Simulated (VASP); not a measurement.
**Ga4SbP3: relaxation of cell and atoms with PBEsol**

The system is Ga4SbP3.

```xyz
16
Lattice="0.0000 5.6100 5.6100 5.6100 0.0000 5.6100 5.6100 5.6100 0.0000" Properties=species:S:1:pos:R:3 pbc="T T T"
Ga    0.0000    0.0000    0.0000
Ga    2.8050    2.8050    0.0000
Ga    2.8050    0.0000    2.8050
Ga    5.6100    2.8050    2.8050
Ga    0.0000    2.8050    2.8050
Ga    2.8050    5.6100    2.8050
Ga    2.8050    2.8050    5.6100
Ga    5.6100    5.6100    5.6100
Sb    1.4025    1.4025    1.4025
Sb    7.0125    7.0125    7.0125
P     4.2075    4.2075    1.4025
P     4.2075    1.4025    4.2075
P     7.0125    4.2075    4.2075
P     1.4025    4.2075    4.2075
P     4.2075    7.0125    4.2075
P     4.2075    4.2075    7.0125
```

```yaml
Program: VASP 6.6.1
Task: relaxation of cell and atoms
Functional: PBEsol
Potentials_or_basis: VASP PAW PBE potentials, release 64 (Ga_d, Sb, P)
Cutoff: 600 eV
k_mesh: 4 × 4 × 4
Occupations: gaussian, width 0.01 eV
Spin: no spin polarisation
Dipole_correction: no
Further_INCAR_settings: LREAL = Auto; ALGO = Normal; EDIFF = 1e-07; IBRION = 2; EDIFFG = -0.005; NSW = 80; ISIF = 3
```

The relaxed volume is 22.02 Å³/atom and the relaxed cell is a = 7.927 Å, b = 7.927 Å, c = 7.927 Å, α = 60.00°, β = 60.00°, γ = 60.00°. The space group after relaxing (to 0.05 Å) is P-43m (No. 215) and the energy gained by relaxing is 63.3 meV/atom. The ionic steps are 7 and the pressure after relaxing is 0.0 GPa. The band gap on the k mesh is 0.33 eV.

Step by step:
```tsv
step	energy change (eV)	largest force (eV/Å)	pressure (GPa)	volume (Å³)
1	0.0000	2.1588	1.08	353.12
2	-0.9548	0.2460	-1.49	360.77
3	-0.9608	0.0987	-1.66	361.46
4	-1.0068	0.0413	0.67	349.65
5	-1.0131	0.0050	-0.08	352.57
6	-1.0131	0.0085	0.00	352.31
7	-1.0132	0.0020	0.01	352.27
```

Final structure:
```yaml
crystal:
  lattice:
    - [0.00000, 5.60553, 5.60553]
    - [5.60553, 0.00000, 5.60553]
    - [5.60553, 5.60553, 0.00000]
  atoms:
    - { symbol: Ga, position: [0.99370, 0.99370, 0.99370] }
    - { symbol: Ga, position: [0.99370, 0.99370, 0.51890] }
    - { symbol: Ga, position: [0.99370, 0.51890, 0.99370] }
    - { symbol: Ga, position: [0.01890, 0.49370, 0.49370] }
    - { symbol: Ga, position: [0.51890, 0.99370, 0.99370] }
    - { symbol: Ga, position: [0.49370, 0.01890, 0.49370] }
    - { symbol: Ga, position: [0.49370, 0.49370, 0.01890] }
    - { symbol: Ga, position: [0.49370, 0.49370, 0.49370] }
    - { symbol: Sb, position: [0.12500, 0.12500, 0.12500] }
    - { symbol: Sb, position: [0.62500, 0.62500, 0.62500] }
    - { symbol: P, position: [0.12500, 0.12500, 0.62500] }
    - { symbol: P, position: [0.12500, 0.62500, 0.12500] }
    - { symbol: P, position: [0.12500, 0.62500, 0.62500] }
    - { symbol: P, position: [0.62500, 0.12500, 0.12500] }
    - { symbol: P, position: [0.62500, 0.12500, 0.62500] }
    - { symbol: P, position: [0.62500, 0.62500, 0.12500] }
```

Levels at points of the mesh, in eV from the valence-band top:
```
           k point  band 68  band 69  band 70  band 71  band 72  band 73  band 74  band 75  band 76  band 77
(0.00, 0.00, 0.00)    -0.62    -0.62     0.00     0.00     0.00     0.33     0.87     0.87     0.87     1.31
(0.50, 0.00, 0.00)    -2.20    -0.63    -0.63    -0.63    -0.63     1.23     1.23     2.01     2.01     2.01
(0.50, 0.50, 0.00)    -1.54    -1.41    -1.41    -0.94    -0.94     1.50     1.82     2.28     2.28     2.78
```

It took 68 min on 1 thread of AMD EPYC 7R43 64-Core Processor (Zen 3) (shared host), peak memory 0.7 GiB.

Caveat: the PAW data sets were made with another functional, which shifts forces and pressure a little; spin-orbit coupling is left out, which moves the levels of the heavy elements.
